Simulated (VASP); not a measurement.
# SiO2 (R-3m) in VASP: further runs

The runs below take SiO2 through electric field gradients, with PBE, r2SCAN.

Everything below comes from runs of VASP 6.6.1. Logs are shortened: lines on timing, memory, paths and dates and some standing lists are left out, and cuts for length are marked.

**1. The cell of the first run**

It takes space group R-3m (No. 166, trigonal). The conventional cell has a = 13.597 Å, b = 13.597 Å, c = 14.836 Å, α = 90.00°, β = 90.00°, γ = 120.00°. Within 2.1 Å of Si (site symmetry 1) lie 4 O at 1.61 to 1.62 Å. O (site symmetry 2) has 2 Si at 1.61 Å within 2.1 Å. Within 2.2 Å of O (site symmetry m) lie 2 Si at 1.62 Å. Within 2.1 Å of O (site symmetry m) lie 2 Si at 1.61 Å. Within 2.1 Å of O (site symmetry 2) lie 2 Si at 1.61 Å.

**2. Electric field gradients, PBE**

INCAR reads:

```
SYSTEM = SiO2
ALGO = Normal ; EDIFF = 1E-8
ENCUT = 520 ; GGA = PE
ISIF = 2 ; ISMEAR = -1
LASPH = .True. ; LCHARG = .False.
LEFG = .True. ; LREAL = Auto
LUSENCCL = .False. ; LWAVE = .False.
NBANDS = 120 ; NELM = 100
PREC = Accurate ; SIGMA = 0.02
```

KPOINTS reads:

```
k-points
0
Gamma
  3 3 3
  0 0 0
```

POSCAR reads:

```
SiO2
1.0
    6.7984988707      3.9251151531      4.9453227949
   -6.7984988707      3.9251151531      4.9453227949
    0.0000000000     -7.8502303062      4.9453227949
Si O
12 24
Direct
    0.3329059900      0.1044842600      0.8755024800
    0.1044842600      0.8755024800      0.3329059900
    0.8755024800      0.3329059900      0.1044842600
    0.1244975200      0.8955157400      0.6670940100
    0.8955157400      0.6670940100      0.1244975200
    0.6670940100      0.1244975200      0.8955157400
    0.6670940100      0.8955157400      0.1244975200
    0.8955157400      0.1244975200      0.6670940100
    0.1244975200      0.6670940100      0.8955157400
    0.8755024800      0.1044842600      0.3329059900
    0.1044842600      0.3329059900      0.8755024800
    0.3329059900      0.8755024800      0.1044842600
    0.2626044900      0.0000000000      0.7373955100
    0.0000000000      0.7373955100      0.2626044900
    0.7373955100      0.2626044900      0.0000000000
    0.7373955100      0.0000000000      0.2626044900
    0.0000000000      0.2626044900      0.7373955100
    0.2626044900      0.7373955100      0.0000000000
    0.6806573300      0.9780322700      0.9780322700
    0.9780322700      0.9780322700      0.6806573300
    0.9780322700      0.6806573300      0.9780322700
    0.0219677300      0.0219677300      0.3193426700
    0.0219677300      0.3193426700      0.0219677300
    0.3193426700      0.0219677300      0.0219677300
    0.2504048400      0.8901700600      0.2504048400
    0.2504048400      0.2504048400      0.8901700600
    0.8901700600      0.2504048400      0.2504048400
    0.1098299400      0.7495951600      0.7495951600
    0.7495951600      0.1098299400      0.7495951600
    0.7495951600      0.7495951600      0.1098299400
    0.5000000000      0.8525608900      0.1474391100
    0.1474391100      0.5000000000      0.8525608900
    0.8525608900      0.1474391100      0.5000000000
    0.5000000000      0.1474391100      0.8525608900
    0.8525608900      0.5000000000      0.1474391100
    0.1474391100      0.8525608900      0.5000000000
```

Potentials or basis: VASP PAW PBE potentials, release 64 (Si, O).

Run with:

```sh
$ cat potpaw_PBE.64/Si/POTCAR potpaw_PBE.64/O/POTCAR > POTCAR
$ mpirun -np 1 vasp_std > vasp.out
```

OUTCAR:

```text
SYSTEM = SiO2
   EDIFF = 1E-8
   ENCUT = 520
   GGA = PE
   ISIF = 2
   ISMEAR = -1
   LASPH = .True.
   LREAL = Auto
   NELM = 100
   PREC = Accurate

 ion  position               nearest neighbor table
   1  0.333  0.104  0.876-  34 1.61  26 1.61  13 1.61  24 1.62   6 3.08   4 3.09  11 3.11  12 3.11

   2  0.104  0.876  0.333-  36 1.61  25 1.61  14 1.61  22 1.62   4 3.08   5 3.09  12 3.11  10 3.11

   3  0.876  0.333  0.104-  35 1.61  27 1.61  15 1.61  23 1.62   5 3.08   6 3.09  10 3.11  11 3.11
[... 41 lines left out ...]
  35  0.853  0.500  0.147-   3 1.61   5 1.61
  36  0.147  0.853  0.500-   2 1.61   4 1.61

  LATTYP: Found a trigonal (rhomboedric) cell.
 ALAT       =     9.2780565533
 COS(alpha) =    -0.0738460510

  Lattice vectors:

 A1 = (   6.7984988707,   3.9251151531,   4.9453227949)
 A2 = (  -6.7984988707,   3.9251151531,   4.9453227949)
 A3 = (   0.0000000000,  -7.8502303062,   4.9453227949)

Analysis of symmetry for initial positions (statically):
=====================================================================
 Subroutine PRICEL returns:
 Original cell was already a primitive cell.

 Routine SETGRP: Setting up the symmetry group for a
 trigonal (rhombohedral) supercell.

 Subroutine GETGRP returns: Found 12 space group operations
 (whereof 12 operations were pure point group operations)
 out of a pool of 12 trial point group operations.

The static configuration has the point symmetry D_3d.

Analysis of symmetry for dynamics (positions and initial velocities):
=====================================================================
 Subroutine PRICEL returns:
 Original cell was already a primitive cell.

 Routine SETGRP: Setting up the symmetry group for a
 trigonal (rhombohedral) supercell.

 Subroutine GETGRP returns: Found 12 space group operations
 (whereof 12 operations were pure point group operations)
 out of a pool of 12 trial point group operations.

The dynamic configuration has the point symmetry D_3d.

 Subroutine INISYM returns: Found 12 space group operations
 (whereof 12 operations are pure point group operations),
 and found     1 'primitive' translations

----------------------------------------------------------------------------------------

                                     Primitive cell

  volume of cell :     791.7924

  direct lattice vectors                    reciprocal lattice vectors
     6.798498871  3.925115153  4.945322795     0.073545647  0.042461599  0.067403756
    -6.798498871  3.925115153  4.945322795    -0.073545647  0.042461599  0.067403756
     0.000000000 -7.850230306  4.945322795     0.000000000 -0.084923199  0.067403756

  length of vectors
     9.278056553  9.278056553  9.278056553     0.108421474  0.108421474  0.108421474

  position of ions in fractional coordinates (direct lattice)
     0.332905990  0.104484260  0.875502480
     0.104484260  0.875502480  0.332905990
     0.875502480  0.332905990  0.104484260
     0.124497520  0.895515740  0.667094010
     0.895515740  0.667094010  0.124497520
     0.667094010  0.124497520  0.895515740
[... 28 lines left out ...]
     0.852560890  0.500000000  0.147439110
     0.147439110  0.852560890  0.500000000

  ion indices of the primitive-cell ions
   primitive index   ion index
                 1           1
                 2           2
                 3           3
                 4           4
                 5           5
                 6           6
[... 28 lines left out ...]
                35          35
                36          36

----------------------------------------------------------------------------------------

 KPOINTS: k-points

Automatic generation of k-mesh.
 Grid dimensions read from file:
 generate k-points for:    3    3    3
[... 46 lines left out ...]
   LREAL  =      T    real-space projection
   EDIFFG = 0.1E-06   stopping-criterion for IOM
   NSW    =      0    number of steps for IOM
   IBRION =     -1    ionic relax: 0-MD 1-quasi-New 2-CG
   NFREE  =      0    steps in history (QN), initial steepest desc. (CG)
   ISIF   =      2    stress and relaxation
   ISYM   =      2    0-nonsym 1-usesym 2-fastsym
   POTIM  = 0.5000    time-step for ionic-motion
   TEBEG  =    0.0;   TEEND  =   0.0 temperature during run
   PSTRESS=    0.0 pullay stress
   NELECT =     192.0000    total number of electrons
   NUPDOWN=      -1.0000    fix difference up-down
   EMIN   =  10.00;   EMAX   =-10.00  energy-range for DOS
   EFERMI =   0.00;   METHOD = LEGACY
   ISMEAR =    -1;   SIGMA  =   0.02  broadening in eV -4-tet -1-fermi 0-gaus
   EFERMI_NEDOS =   21; number of points for ismear=-14 and -15
   IALGO  =     38    algorithm
   IMIX   =      4    mixing-type and parameters
     AMIX     =   0.40;   BMIX     =  1.00
     AMIX_MAG =   1.60;   BMIX_MAG =  1.00
  volume/ion in A,a.u.               =      21.99       148.42
  Fermi-wavevector in a.u.,A,eV,Ry     =   1.020872  1.929169 14.179726  1.042180
  Thomas-Fermi vector in A             =   2.154466
   LORBIT       =      0    0 simple, 1 ext, 2 COOP (PROOUT), +10 PAW based schemes
   GGA     = PE    functional components
   LHFCALC =     F    Hartree Fock is set to
   AEXX    =    0.0000 exact exchange contribution
   IVDW    =     0    specifies the selected vdW correction
   LEPSILON=     F    determine dielectric tensor
   LRPA    =     F    only Hartree local field effects (RPA)
 non-spin polarized calculation
  energy-cutoff  :      520.00
  volume of cell :      791.79
 maximum number of plane-waves:     21427
 NGX is ok and might be reduce to    70
   NGX = 35   NGY = 35   NGZ = 35

 number of electron     191.9999993 magnetization

 Free energy of the ion-electron system (eV)
  ---------------------------------------------------
  ext. energy  EPLUGINS =         0.00000000
  ---------------------------------------------------
  free energy    TOTEN  =      -284.33662552 eV

  energy without entropy =     -284.33662552  energy(sigma->0) =     -284.33662552

 E-fermi :  -2.1910     XC(G=0):  -6.0728

 val. band max:       -2.7335710196   @ k =   0.0000   0.0000   0.0000
 cond. band min:       3.1026686056   @ k =   0.0000   0.0000   0.0000
 fundamental gap:      5.8362396252
 Fermi energy:        -2.1910220320

 k-point     1 :       0.0000    0.0000    0.0000
  band No.  band energies     occupation
      1     -22.0984      2.00000
      2     -21.6091      2.00000
      3     -21.6091      2.00000
      4     -21.4546      2.00000
      5     -21.4546      2.00000
      6     -21.1550      2.00000
[... 655 lines left out ...]
    107       6.5237      0.00000
    108       6.5756      0.00000
 [bands above 108 left out]

------------------------ aborting loop because EDIFF is reached ----------------------------------------

  FORCE on cell =-STRESS in cart. coord.  units (eV):
  Direction    XX          YY          ZZ          XY          YZ          ZX
  --------------------------------------------------------------------------------------
  -------------------------------------------------------------------------------------
  Total       14.8169447     14.8169447     14.8405296     -0.0000000     -0.0000000      0.0000000
  in kB       29.9818146     29.9818146     30.0295382     -0.0000000     -0.0000000      0.0000000
  external PRESSURE =      29.9977225 kB  Pullay stress =       0.0000000 kB

 VOLUME and BASIS-vectors are now :
 -----------------------------------------------------------------------------
  energy-cutoff  :      520.00
  volume of cell :      791.79
      direct lattice vectors                 reciprocal lattice vectors
     6.798498871  3.925115153  4.945322795     0.073545647  0.042461599  0.067403756
    -6.798498871  3.925115153  4.945322795    -0.073545647  0.042461599  0.067403756
     0.000000000 -7.850230306  4.945322795     0.000000000 -0.084923199  0.067403756

 POSITION                                       TOTAL-FORCE (eV/Angst)
 -----------------------------------------------------------------------------------
      1.55292     -5.15609      6.49268         0.014406     -0.037432     -0.025251
     -5.24177      1.23317      6.49268        -0.039620      0.006240     -0.025251
      3.68884      3.92292      6.49268         0.025214      0.031192     -0.025251
     -5.24177     -1.23317      8.34329        -0.039620     -0.006240      0.025251
      1.55292      5.15609      8.34329         0.014406      0.037432      0.025251
      3.68884     -3.92292      8.34329         0.025214     -0.031192      0.025251
[... 28 lines left out ...]
      2.39688      4.15153      7.41798        -0.159621     -0.276472      0.000000
     -4.79377      0.00000      7.41798         0.319243      0.000000      0.000000
 -----------------------------------------------------------------------------------
    total drift:                                0.000000     -0.000000      0.000000

  FREE ENERGIE OF THE ION-ELECTRON SYSTEM (eV)
  ---------------------------------------------------
  free  energy   TOTEN  =      -284.3366255168 eV

  energy  without entropy=     -284.3366255168  energy(sigma->0) =     -284.33662552

 Electric field gradients (V/A^2)
---------------------------------------------------------------------
 ion       V_xx      V_yy      V_zz      V_xy      V_xz      V_yz
---------------------------------------------------------------------
   1      -6.414     6.915    -0.501     0.270    -5.193    -4.490
   2       3.349    -2.848    -0.501    -5.907    -1.292     6.742
   3       3.817    -3.315    -0.501     5.637     6.485    -2.252
   4       3.349    -2.848    -0.501     5.907     1.292     6.742
   5      -6.414     6.915    -0.501    -0.270     5.193    -4.490
   6       3.817    -3.315    -0.501    -5.637    -6.485    -2.252
[... 28 lines left out ...]
  35      19.622   -19.335    -0.287   -33.738   -59.250    34.208
  36     -38.814    39.101    -0.287     0.000    -0.000   -68.417
---------------------------------------------------------------------

 Electric field gradients after diagonalization (V/A^2)
 (convention: |V_zz| > |V_xx| > |V_yy|)
----------------------------------------------------------------------
 ion       V_xx      V_yy      V_zz     asymmetry (V_yy - V_xx)/ V_zz
----------------------------------------------------------------------
   1       9.458     0.243    -9.701       0.950
   2       9.458     0.243    -9.701       0.950
   3       9.458     0.243    -9.701       0.950
   4       9.458     0.243    -9.701       0.950
   5       9.458     0.243    -9.701       0.950
   6       9.458     0.243    -9.701       0.950
[... 28 lines left out ...]
  35     -51.788   -38.814    90.602       0.143
  36     -51.788   -38.814    90.602       0.143
----------------------------------------------------------------------

           NMR quadrupolar parameters

 Cq : quadrupolar parameter    Cq=e*Q*V_zz/h
 eta: asymmetry parameters     (V_yy - V_xx)/ V_zz
 Q  : nuclear electric quadrupole moment in mb (millibarn)
----------------------------------------------------------------------
 ion       Cq(MHz)       eta       Q (mb)
----------------------------------------------------------------------
   1      -0.023       0.950       1.000
   2      -0.023       0.950       1.000
   3      -0.023       0.950       1.000
   4      -0.023       0.950       1.000
   5      -0.023       0.950       1.000
   6      -0.023       0.950       1.000
[... 28 lines left out ...]
  35       0.219       0.143       1.000
  36       0.219       0.143       1.000
----------------------------------------------------------------------
```

Wall time 80 s (1 × NVIDIA H100 80GB with 1 thread of AMD EPYC 7R13 (Zen 3), shared host); peak memory 1.7 GiB.

What came out:

| Quantity | Value |
| --- | --- |
| Free energy | -284.3366 eV |
| Pressure | 3.0 GPa |
| Largest force | 0.319 eV/Å |
| Band gap on the k mesh | 5.84 eV |
| Largest electric field gradient by atom | Si -9.7; O +88.5, +88.7, +91.3, +90.6 (each value once) V/Å² |

Forces in eV/Å, atoms in the order of the input:
```
Si   0.014 -0.037 -0.025
Si  -0.040  0.006 -0.025
Si   0.025  0.031 -0.025
Si  -0.040 -0.006  0.025
Si   0.014  0.037  0.025
Si   0.025 -0.031  0.025
Si  -0.014  0.037  0.025
Si   0.040 -0.006  0.025
Si  -0.025 -0.031  0.025
Si   0.040  0.006 -0.025
Si  -0.014 -0.037 -0.025
Si  -0.025  0.031 -0.025
O    0.153  0.266  0.000
O    0.153 -0.266  0.000
O   -0.307  0.000  0.000
O   -0.153 -0.266  0.000
O   -0.153  0.266  0.000
O    0.307  0.000  0.000
O    0.198  0.114 -0.169
O    0.000 -0.229 -0.169
O   -0.198  0.114 -0.169
O    0.000  0.229  0.169
O    0.198 -0.114  0.169
O   -0.198 -0.114  0.169
O    0.080 -0.046  0.273
O    0.000  0.092  0.273
O   -0.080 -0.046  0.273
O    0.080  0.046 -0.273
O   -0.080  0.046 -0.273
O    0.000 -0.092 -0.273
O    0.160 -0.276  0.000
O    0.160  0.276  0.000
O   -0.319  0.000  0.000
O   -0.160  0.276  0.000
O   -0.160 -0.276  0.000
O    0.319  0.000  0.000
```

Levels at points of the mesh, in eV from the valence-band top:
```
           k point  band 93  band 94  band 95  band 96  band 97  band 98  band 99  band 100
(0.00, 0.00, 0.00)    -0.05    -0.03    -0.03     0.00     5.84     7.96     7.96      7.96
```

Electric field gradients, principal values (V/Å²):
```
 atom    least   middle  greatest (by size)
 1 Si    0.243    9.458              -9.701
 2 Si    0.243    9.458              -9.701
 3 Si    0.243    9.458              -9.701
 4 Si    0.243    9.458              -9.701
 5 Si    0.243    9.458              -9.701
 6 Si    0.243    9.458              -9.701
 7 Si    0.243    9.458              -9.701
 8 Si    0.243    9.458              -9.701
 9 Si    0.243    9.458              -9.701
10 Si    0.243    9.458              -9.701
11 Si    0.243    9.458              -9.701
12 Si    0.243    9.458              -9.701
 13 O  -36.771  -51.691              88.462
 14 O  -36.771  -51.691              88.462
 15 O  -36.771  -51.691              88.462
 16 O  -36.771  -51.691              88.462
 17 O  -36.771  -51.691              88.462
 18 O  -36.771  -51.691              88.462
 19 O  -39.477  -49.177              88.654
 20 O  -39.477  -49.177              88.654
 21 O  -39.477  -49.177              88.654
 22 O  -39.477  -49.177              88.654
 23 O  -39.477  -49.177              88.654
 24 O  -39.477  -49.177              88.654
 25 O  -38.822  -52.450              91.272
 26 O  -38.822  -52.450              91.272
 27 O  -38.822  -52.450              91.272
 28 O  -38.822  -52.450              91.272
 29 O  -38.822  -52.450              91.272
 30 O  -38.822  -52.450              91.272
 31 O  -38.814  -51.788              90.602
 32 O  -38.814  -51.788              90.602
 33 O  -38.814  -51.788              90.602
 34 O  -38.814  -51.788              90.602
 35 O  -38.814  -51.788              90.602
 36 O  -38.814  -51.788              90.602
```

Caveat: without QUAD_EFG the Cq values of the log hold for a quadrupole moment of 1 mb, not for the nuclei. A k mesh can miss the band edges.

(Continued in part 2 of 2.)
